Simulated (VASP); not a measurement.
# NaH (I4/mmm) in VASP: a series of runs, part 2 of 2

VASP 6.6.1. The steps go on from the part before.

### Step 4. Single point, r2SCAN (engineering shear strain xy +0.0000, normal strain along z +0.0525)

The input, POSCAR:

```
NaH
1.0
    0.0000000000      2.3970316378      2.5228757988
    2.3970316378      0.0000000000      2.5228757988
    2.3970316378      2.3970316378      0.0000000000
Na H
1 1
Direct
    0.0000000000      0.0000000000      0.0000000000
    0.5000000000      0.5000000000      0.5000000000
```

The input, INCAR.step1:

```
PREC     = Accurate       # precision mode
ENCUT    = 520            # plane-wave cutoff, eV
ISMEAR   = -1             # smearing method
SIGMA    = 0.2            # smearing width, eV
LREAL    = F              # projectors in reciprocal space
LASPH    = T              # aspherical terms in the spheres
NELM     = 60             # most SCF steps
NBANDS   = 11             # bands
GGA      = PE             # functional
ALGO     = Normal         # electronic algorithm
EDIFF    = 1E-4           # SCF threshold, eV
LWAVE    = T              # write WAVECAR
LCHARG   = F              # write CHGCAR
```

The input, INCAR.step2:

```
PREC     = Accurate       # precision mode
ENCUT    = 520            # plane-wave cutoff, eV
EDIFF    = 1E-6           # SCF threshold, eV
ISMEAR   = -1             # smearing method
SIGMA    = 0.2            # smearing width, eV
LREAL    = F              # projectors in reciprocal space
LASPH    = T              # aspherical terms in the spheres
NELM     = 60             # most SCF steps
ALGO     = Normal         # electronic algorithm
ISIF     = 2              # what is computed and relaxed
LWAVE    = F              # write WAVECAR
LCHARG   = T              # write CHGCAR
METAGGA  = R2SCAN         # meta-GGA
LMIXTAU  = T            
LELF     = T              # ELF
LVHAR    = T            
NBANDS   = 11             # bands
ISTART   = 1
```

The input, KPOINTS:

```
Automatic mesh
0
Gamma
  8 8 8
```

Potentials or basis: VASP PAW PBE potentials, release 64 (Na_pv, H).

The run is started by

```
cat potpaw_PBE.64/Na_pv/POTCAR potpaw_PBE.64/H/POTCAR > POTCAR
cp INCAR.step1 INCAR
mpirun -np 1 vasp_std > vasp.out
cp INCAR.step2 INCAR
mpirun -np 1 vasp_std > vasp.out
```

OUTCAR:

```text
PREC = Accurate
   ENCUT = 520
   EDIFF = 1E-6
   ISMEAR = -1
   LREAL = F
   LASPH = T
   NELM = 60
   ISIF = 2
   METAGGA = R2SCAN
   ISTART = 1

 ion  position               nearest neighbor table
   1  0.000  0.000  0.000-
   2  0.500  0.500  0.500-

  LATTYP: Found a body centered tetragonal cell.
 ALAT       =     3.3899146516
 C/A-ratio  =     1.4884597744

  Lattice vectors:

 A1 = (  -2.3970316378,   0.0000000000,   2.5228757988)
 A2 = (   2.3970316378,   0.0000000000,   2.5228757988)
 A3 = (   0.0000000000,   2.3970316378,  -2.5228757988)

Analysis of symmetry for initial positions (statically):
=====================================================================
 Subroutine PRICEL returns:
 Original cell was already a primitive cell.

 Routine SETGRP: Setting up the symmetry group for a
 body centered tetragonal supercell.

 Subroutine GETGRP returns: Found 16 space group operations
 (whereof 16 operations were pure point group operations)
 out of a pool of 16 trial point group operations.

The static configuration has the point symmetry D_4h.

Analysis of symmetry for dynamics (positions and initial velocities):
=====================================================================
 Subroutine PRICEL returns:
 Original cell was already a primitive cell.

 Routine SETGRP: Setting up the symmetry group for a
 body centered tetragonal supercell.

 Subroutine GETGRP returns: Found 16 space group operations
 (whereof 16 operations were pure point group operations)
 out of a pool of 16 trial point group operations.

The dynamic configuration has the point symmetry D_4h.

 Subroutine INISYM returns: Found 16 space group operations
 (whereof 16 operations are pure point group operations),
 and found     1 'primitive' translations

----------------------------------------------------------------------------------------

                                     Primitive cell

  volume of cell :      28.9917

  direct lattice vectors                    reciprocal lattice vectors
     0.000000000  2.397031638  2.522875799    -0.208591323  0.208591323  0.198186530
     2.397031638  0.000000000  2.522875799     0.208591323 -0.208591323  0.198186530
     2.397031638  2.397031638  0.000000000     0.208591323  0.208591323 -0.198186530

  length of vectors
     3.480037783  3.480037783  3.389914652     0.355385116  0.355385116  0.355385116

  position of ions in fractional coordinates (direct lattice)
     0.000000000  0.000000000  0.000000000
     0.500000000  0.500000000  0.500000000

  ion indices of the primitive-cell ions
   primitive index   ion index
                 1           1
                 2           2

----------------------------------------------------------------------------------------

 KPOINTS: Automatic mesh

Automatic generation of k-mesh.
 Grid dimensions read from file:
 generate k-points for:    8    8    8

 Generating k-lattice:

  Cartesian coordinates                     Fractional coordinates (reciprocal lattice)
    -0.026073915  0.026073915  0.024773316     0.125000000  0.000000000  0.000000000
     0.026073915 -0.026073915  0.024773316     0.000000000  0.125000000  0.000000000
     0.026073915  0.026073915 -0.024773316     0.000000000  0.000000000  0.125000000

  Length of vectors
     0.044423139  0.044423139  0.044423139

  Shift w.r.t. Gamma in fractional coordinates (k-lattice)
     0.000000000  0.000000000  0.000000000

 Subroutine IBZKPT returns following result:
 ===========================================

 Found     59 irreducible k-points:

 Following reciprocal coordinates:
            Coordinates               Weight
  0.000000  0.000000  0.000000      1.000000
  0.125000  0.000000  0.000000      8.000000
  0.250000  0.000000  0.000000      8.000000
  0.375000  0.000000  0.000000      8.000000
  0.500000  0.000000  0.000000      4.000000
  0.125000  0.125000  0.000000      2.000000
[... 16 lines left out ...]
  0.250000  0.000000  0.125000     16.000000
  0.375000  0.000000  0.125000     16.000000
 [... further k-points ...]
   k-points           NKPTS =     59   k-points in BZ     NKDIM =     59   number of bands    NBANDS=     11
   number of dos      NEDOS =    301   number of ions     NIONS =      2
   total plane-waves  NPLWV =  21952
   dimension x,y,z NGX =    28 NGY =   28 NGZ =   28
   dimension x,y,z NGXF=    56 NGYF=   56 NGZF=   56
   ions per type =               1   1
   NGX,Y,Z   is equivalent  to a cutoff of  13.38, 13.38, 13.73 a.u.
   NGXF,Y,Z  is equivalent  to a cutoff of  26.75, 26.75, 27.46 a.u.
 SYSTEM =  unknown system
   PREC   = accura    normal or accurate (medium, high low for compatibility)
   ISTART =      1    job   : 0-new  1-cont  2-samecut
   ICHARG =      0    charge: 1-file 2-atom 10-const
   ISPIN  =      1    spin polarized calculation?
   LNONCOLLINEAR =      F non collinear calculations
   LSORBIT =      F    spin-orbit coupling
   LASPH  =      T    aspherical Exc in radial PAW
   ENCUT  =  520.0 eV  38.22 Ry    6.18 a.u.   6.47  6.47  6.30*2*pi/ulx,y,z
   NELM   =     60;   NELMIN=  2; NELMDL=  0     # of ELM steps
   EDIFF  = 0.1E-05   stopping-criterion for ELM
   LREAL  =      F    real-space projection
   EDIFFG = 0.1E-04   stopping-criterion for IOM
   NSW    =      0    number of steps for IOM
   IBRION =     -1    ionic relax: 0-MD 1-quasi-New 2-CG
   NFREE  =      0    steps in history (QN), initial steepest desc. (CG)
   ISIF   =      2    stress and relaxation
   ISYM   =      2    0-nonsym 1-usesym 2-fastsym
   POTIM  = 0.5000    time-step for ionic-motion
   TEBEG  =    0.0;   TEEND  =   0.0 temperature during run
   PSTRESS=    0.0 pullay stress
   NELECT =       8.0000    total number of electrons
   NUPDOWN=      -1.0000    fix difference up-down
   EMIN   =  10.00;   EMAX   =-10.00  energy-range for DOS
   EFERMI =   0.00;   METHOD = LEGACY
   ISMEAR =    -1;   SIGMA  =   0.20  broadening in eV -4-tet -1-fermi 0-gaus
   EFERMI_NEDOS =   21; number of points for ismear=-14 and -15
   IALGO  =     38    algorithm
   IMIX   =      4    mixing-type and parameters
     AMIX     =   0.40;   BMIX     =  1.00
     AMIX_MAG =   1.60;   BMIX_MAG =  1.00
  volume/ion in A,a.u.               =      14.50        97.82
  Fermi-wavevector in a.u.,A,eV,Ry     =   1.065811  2.014091 15.455592  1.135954
  Thomas-Fermi vector in A             =   2.201375
   LORBIT       =      0    0 simple, 1 ext, 2 COOP (PROOUT), +10 PAW based schemes
   METAGGA = R2SCAN    functional components
   LHFCALC =     F    Hartree Fock is set to
   AEXX    =    0.0000 exact exchange contribution
   IVDW    =     0    specifies the selected vdW correction
   LEPSILON=     F    determine dielectric tensor
   LRPA    =     F    only Hartree local field effects (RPA)
 non-spin polarized calculation
  energy-cutoff  :      520.00
  volume of cell :       28.99
 maximum number of plane-waves:       795
 NGX is ok and might be reduce to    28
   NGX = 13   NGY = 13   NGZ = 13

 number of electron       8.0000002 magnetization

 Free energy of the ion-electron system (eV)
  ---------------------------------------------------
  ext. energy  EPLUGINS =         0.00000000
  ---------------------------------------------------
  free energy    TOTEN  =        -7.59141485 eV

  energy without entropy =       -7.59140510  energy(sigma->0) =       -7.59140997

 E-fermi :   0.8207     XC(G=0):  -8.0363

 val. band max:       -1.4912267361   @ k =  -0.2500   0.2500   0.5000
 cond. band min:       2.7928131971   @ k =   0.5000   0.0000   0.0000
 fundamental gap:      4.2840399332
 Fermi energy:         0.8206910879

 k-point     1 :       0.0000    0.0000    0.0000
  band No.  band energies     occupation
      1     -24.4933      2.00000
      2     -24.4754      2.00000
      3     -24.4752      2.00000
      4      -5.0109      2.00000
      5       9.6086      0.00000
      6      14.4602      0.00000
      7      14.7241      0.00000
      8      14.7241      0.00000
      9      15.3868      0.00000
     10      15.5245      0.00000
     11      15.5245      0.00000
[... 309 lines left out ...]
 k-point    24 :       0.3750    0.0000    0.1250
  band No.  band energies     occupation
      1     -24.5407      2.00000
      2     -24.5012      2.00000
      3     -24.4861      2.00000
      4      -3.1096      2.00000
      5       4.7022      0.00000
      6       8.9695      0.00000
      7      11.2787      0.00000
      8      13.6323      0.00000
      9      15.1996      0.00000
     10      17.6303      0.00000
     11      18.4083      0.00000

 [... further k-points ...]
[... 5 lines left out ...]
  --------------------------------------------------------------------------------------
  -------------------------------------------------------------------------------------
  Total       -0.1306969     -0.1306969     -0.3797411      0.0000000     -0.0000000     -0.0000000
  in kB       -7.2227509     -7.2227509    -20.9857642      0.0000000     -0.0000000     -0.0000000
  external PRESSURE =     -11.8104220 kB  Pullay stress =       0.0000000 kB

 VOLUME and BASIS-vectors are now :
 -----------------------------------------------------------------------------
  energy-cutoff  :      520.00
  volume of cell :       28.99
      direct lattice vectors                 reciprocal lattice vectors
     0.000000000  2.397031638  2.522875799    -0.208591323  0.208591323  0.198186530
     2.397031638  0.000000000  2.522875799     0.208591323 -0.208591323  0.198186530
     2.397031638  2.397031638  0.000000000     0.208591323  0.208591323 -0.198186530

 POSITION                                       TOTAL-FORCE (eV/Angst)
 -----------------------------------------------------------------------------------
      0.00000      0.00000      0.00000         0.000000     -0.000000     -0.000000
      2.39703      2.39703      2.52288        -0.000000      0.000000      0.000000
 -----------------------------------------------------------------------------------
    total drift:                               -0.000000      0.000000      0.000000

  FREE ENERGIE OF THE ION-ELECTRON SYSTEM (eV)
  ---------------------------------------------------
  free  energy   TOTEN  =        -7.5914148466 eV

  energy  without entropy=       -7.5914051009  energy(sigma->0) =       -7.59140997
```

Wall time 2 min (1 thread of AMD EPYC 7R43 (Zen 3), shared host); peak memory 0.13 GiB.

What came out:

* Free energy: -7.5914 eV
* Pressure: -1.2 GPa
* Band gap on the k mesh: 4.28 eV, indirect (least direct gap 5.06 eV)

Caveat: the cell differs from its parent crystal (engineering shear strain xy +0.0000, normal strain along z +0.0525); the PAW data sets were made with another functional, which shifts forces and pressure a little.

### Step 5. Single point, r2SCAN (engineering shear strain xy +0.0000, normal strain along z +0.0700)

The input, POSCAR:

```
NaH
1.0
    0.0000000000      2.3970316378      2.5648238524
    2.3970316378      0.0000000000      2.5648238524
    2.3970316378      2.3970316378      0.0000000000
Na H
1 1
Direct
    0.0000000000      0.0000000000      0.0000000000
    0.5000000000      0.5000000000      0.5000000000
```

The input, INCAR.step1:

```
SYSTEM = NaH
PREC = Accurate
ENCUT = 520
ISMEAR = -1
SIGMA = 0.2
LREAL = .False.
LASPH = .True.
NELM = 60
NBANDS = 11
GGA = PE
ALGO = Normal
EDIFF = 1E-4
LWAVE = .True.
LCHARG = .False.
```

The input, INCAR.step2:

```
SYSTEM = NaH
PREC = Accurate
ENCUT = 520
EDIFF = 1E-6
ISMEAR = -1
SIGMA = 0.2
LREAL = .False.
LASPH = .True.
NELM = 60
ALGO = Normal
ISIF = 2
LWAVE = .False.
LCHARG = .False.
METAGGA = R2SCAN
LMIXTAU = .True.
NBANDS = 11
ISTART = 1
```

The input, KPOINTS:

```
Automatic mesh
0
Gamma
  8 8 8
  0 0 0
```

Potentials or basis: VASP PAW PBE potentials, release 64 (Na_pv, H).

The run is started by

```
cat potpaw_PBE.64/Na_pv/POTCAR potpaw_PBE.64/H/POTCAR > POTCAR
cp INCAR.step1 INCAR
mpirun -np 1 vasp_std > vasp.out
cp INCAR.step2 INCAR
mpirun -np 1 vasp_std > vasp.out
```

OUTCAR:

```text
SYSTEM = NaH
   PREC = Accurate
   ENCUT = 520
   EDIFF = 1E-6
   ISMEAR = -1
   LREAL = .False.
   LASPH = .True.
   NELM = 60
   ISIF = 2
   METAGGA = R2SCAN
   ISTART = 1

 ion  position               nearest neighbor table
   1  0.000  0.000  0.000-
   2  0.500  0.500  0.500-

  LATTYP: Found a body centered tetragonal cell.
 ALAT       =     3.3899146516
 C/A-ratio  =     1.5132085117

  Lattice vectors:

 A1 = (  -2.3970316378,   0.0000000000,   2.5648238524)
 A2 = (   2.3970316378,   0.0000000000,   2.5648238524)
 A3 = (   0.0000000000,   2.3970316378,  -2.5648238524)

Analysis of symmetry for initial positions (statically):
=====================================================================
 Subroutine PRICEL returns:
 Original cell was already a primitive cell.

 Routine SETGRP: Setting up the symmetry group for a
 body centered tetragonal supercell.

 Subroutine GETGRP returns: Found 16 space group operations
 (whereof 16 operations were pure point group operations)
 out of a pool of 16 trial point group operations.

The static configuration has the point symmetry D_4h.

Analysis of symmetry for dynamics (positions and initial velocities):
=====================================================================
 Subroutine PRICEL returns:
 Original cell was already a primitive cell.

 Routine SETGRP: Setting up the symmetry group for a
 body centered tetragonal supercell.

 Subroutine GETGRP returns: Found 16 space group operations
 (whereof 16 operations were pure point group operations)
 out of a pool of 16 trial point group operations.

The dynamic configuration has the point symmetry D_4h.

 Subroutine INISYM returns: Found 16 space group operations
 (whereof 16 operations are pure point group operations),
 and found     1 'primitive' translations

----------------------------------------------------------------------------------------
[... 113 lines left out ...]
     AMIX_MAG =   1.60;   BMIX_MAG =  1.00
  volume/ion in A,a.u.               =      14.74        99.45
  Fermi-wavevector in a.u.,A,eV,Ry     =   1.059969  2.003051 15.286610  1.123534
  Thomas-Fermi vector in A             =   2.195333
   LORBIT       =      0    0 simple, 1 ext, 2 COOP (PROOUT), +10 PAW based schemes
   METAGGA = R2SCAN    functional components
   LHFCALC =     F    Hartree Fock is set to
   AEXX    =    0.0000 exact exchange contribution
   IVDW    =     0    specifies the selected vdW correction
   LEPSILON=     F    determine dielectric tensor
   LRPA    =     F    only Hartree local field effects (RPA)
 non-spin polarized calculation
  energy-cutoff  :      520.00
  volume of cell :       29.47
 maximum number of plane-waves:       811
 NGX is ok and might be reduce to    28
   NGX = 13   NGY = 13   NGZ = 13

 number of electron       8.0000006 magnetization

 Free energy of the ion-electron system (eV)
  ---------------------------------------------------
  ext. energy  EPLUGINS =         0.00000000
  ---------------------------------------------------
  free energy    TOTEN  =        -7.58441105 eV

  energy without entropy =       -7.58440034  energy(sigma->0) =       -7.58440569

 E-fermi :   0.7598     XC(G=0):  -7.9741

 val. band max:       -1.5240293777   @ k =  -0.2500   0.2500   0.5000
 cond. band min:       2.7223271679   @ k =   0.5000   0.0000   0.0000
 fundamental gap:      4.2463565456
 Fermi energy:         0.7598357614

 k-point     1 :       0.0000    0.0000    0.0000
  band No.  band energies     occupation
      1     -24.5734      2.00000
      2     -24.5494      2.00000
      3     -24.5492      2.00000
      4      -5.0132      2.00000
      5       9.3803      0.00000
      6      14.2521      0.00000
      7      14.6002      0.00000
      8      14.6002      0.00000
      9      15.1589      0.00000
     10      15.3339      0.00000
     11      15.3339      0.00000
[... 309 lines left out ...]
 k-point    24 :       0.3750    0.0000    0.1250
  band No.  band energies     occupation
      1     -24.6139      2.00000
      2     -24.5791      2.00000
      3     -24.5593      2.00000
      4      -3.1279      2.00000
      5       4.5978      0.00000
      6       8.8343      0.00000
      7      11.0779      0.00000
      8      13.4574      0.00000
      9      14.9891      0.00000
     10      17.3688      0.00000
     11      18.1496      0.00000

 [... further k-points ...]
[... 5 lines left out ...]
  --------------------------------------------------------------------------------------
  -------------------------------------------------------------------------------------
  Total       -0.1633142     -0.1633142     -0.4786042      0.0000000      0.0000000      0.0000000
  in kB       -8.8776799     -8.8776799    -26.0166868      0.0000000      0.0000000      0.0000000
  external PRESSURE =     -14.5906822 kB  Pullay stress =       0.0000000 kB

 VOLUME and BASIS-vectors are now :
 -----------------------------------------------------------------------------
  energy-cutoff  :      520.00
  volume of cell :       29.47
      direct lattice vectors                 reciprocal lattice vectors
     0.000000000  2.397031638  2.564823852    -0.208591323  0.208591323  0.194945161
     2.397031638  0.000000000  2.564823852     0.208591323 -0.208591323  0.194945161
     2.397031638  2.397031638  0.000000000     0.208591323  0.208591323 -0.194945161

 POSITION                                       TOTAL-FORCE (eV/Angst)
 -----------------------------------------------------------------------------------
      0.00000      0.00000      0.00000        -0.000000      0.000000      0.000000
      2.39703      2.39703      2.56482         0.000000     -0.000000     -0.000000
 -----------------------------------------------------------------------------------
    total drift:                               -0.000000      0.000000      0.000000

  FREE ENERGIE OF THE ION-ELECTRON SYSTEM (eV)
  ---------------------------------------------------
  free  energy   TOTEN  =        -7.5844110492 eV

  energy  without entropy=       -7.5844003355  energy(sigma->0) =       -7.58440569
```

It took 1.7 min on 1 thread of AMD EPYC 7R43 (Zen 3), shared host; peak memory 0.13 GiB.

Results:

| Property | Result |
| --- | --- |
| Free energy | -7.5844 eV |
| Pressure | -1.5 GPa |
| Band gap on the k mesh | 4.25 eV, indirect (least direct gap 4.97 eV) |

Stress tensor (GPa, compression positive):
```
-0.89  0.00  0.00
 0.00 -0.89  0.00
 0.00  0.00 -2.60
```

Caveat: the cell differs from its parent crystal (engineering shear strain xy +0.0000, normal strain along z +0.0700); the PAW data sets were made with another functional, which shifts forces and pressure a little.

### Step 6. The runs side by side

```tsv
cell	gap on the mesh (eV)	pressure (GPa)
a = 3.420, b = 3.420, c = 3.390 Å, angles 60.3, 60.3, 59.4°, 2 atoms	4.37	-0.6
a = 3.450, b = 3.450, c = 3.390 Å, angles 60.6, 60.6, 58.9°, 2 atoms	4.32	-0.9
a = 3.480, b = 3.480, c = 3.390 Å, angles 60.9, 60.9, 58.3°, 2 atoms	4.28	-1.2
a = 3.511, b = 3.511, c = 3.390 Å, angles 61.1, 61.1, 57.7°, 2 atoms	4.25	-1.5
```

Alike in all rows: task single point; level r2SCAN; potentials or basis VASP PAW PBE potentials, release 64 (Na_pv, H); no spin polarisation; k mesh 8 × 8 × 8; cutoff (eV) 520; smearing fermi-dirac 0.2 eV.

Caveats: the PAW data sets were made with another functional, which shifts forces and pressure a little.

Total energies depend on the potentials used, so only differences within one code and one set of settings carry meaning.
